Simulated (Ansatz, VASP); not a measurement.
**C: VASP beside Ansatz**

File INCAR:

```
PREC = Accurate
ENCUT = 520
EDIFF = 1E-7
ISMEAR = 0
SIGMA = 0.1
LREAL = F
LASPH = T
NELM = 60
ALGO = Normal
ISIF = 2
LWAVE = F
LCHARG = F
GGA = CA
NBANDS = 16
```

The input KPOINTS:

```
regular mesh
0
Gamma
  8 8 2
```

File POSCAR:

```
C
1.0
    1.2159619696     -2.1479622876      0.0091232276
    1.2232502972      2.1521701653     -0.0413730204
   -0.0941886657     -0.0851463517      7.1476530721
C
4
Direct
    0.1034933285      0.9456230676      0.7488005552
    0.5908149738      0.4138432831      0.2394105085
    0.9242568809      0.0859987362      0.2421136921
    0.4285181549      0.5893271320      0.7486182121
```

Input for Ansatz:

```yaml
crystal:
  lattice:
    - [1.2159619696, -2.1479622876, 0.0091232276]
    - [1.2232502972, 2.1521701653, -0.0413730204]
    - [-0.0941886657, -0.0851463517, 7.1476530721]
  atoms:
    - { symbol: C, position: [0.1034933285, 0.9456230676, 0.7488005552] }
    - { symbol: C, position: [0.5908149738, 0.4138432831, 0.2394105085] }
    - { symbol: C, position: [0.9242568809, 0.0859987362, 0.2421136921] }
    - { symbol: C, position: [0.4285181549, 0.589327132, 0.7486182121] }
basis:
  ecutwfc: 420
kpoints:
  mp_grid: { grid: [8, 8, 2] }
hamiltonian:
  xc: lda
scf:
  occupations: { method: gaussian, width: 0.1 }
output:
  forces: true
  stress: true
  eigenvalues: true
```

Change from the starting cell: kmesh displaced: [8, 8, 2] Gamma-centred.

Alike in both runs: task single point; functional LDA; k mesh 8 × 8 × 2; occupations gaussian, width 0.1 eV; no spin polarisation.

|  | VASP | Ansatz |
| --- | --- | --- |
| version | VASP 6.6.1 | Ansatz 0.2.0 |
| potentials or method | VASP PAW LDA potentials, release 64 (C), cutoff 520 eV | scalar-relativistic, plane waves, PAW |
| valence electrons in the cell | 16 | 16 |

Ansatz gave:

* gap on the k mesh at the Fermi level (eV): 1.11
* least direct gap on the mesh (eV): 1.11
* pressure (GPa): -4.7
* traceless stress, the component that is largest in VASP (GPa): -10.33
* rms of the force components (eV/Å): 1.261

Q: Estimate VASP's values.

A: gap on the k mesh at the Fermi level (eV): 1.11; least direct gap on the mesh (eV): 1.11; pressure (GPa): -4.0; traceless stress, the component that is largest in VASP (GPa): -9.93; rms of the force components (eV/Å): 1.259.

LDA's correlation is that of Perdew and Zunger in VASP and of Perdew and Wang (1992) in Ansatz. Atom by atom the forces differ by 0.003 eV/Å (rms over components).

The k mesh is coarse, so the values compare programs but aren't converged.
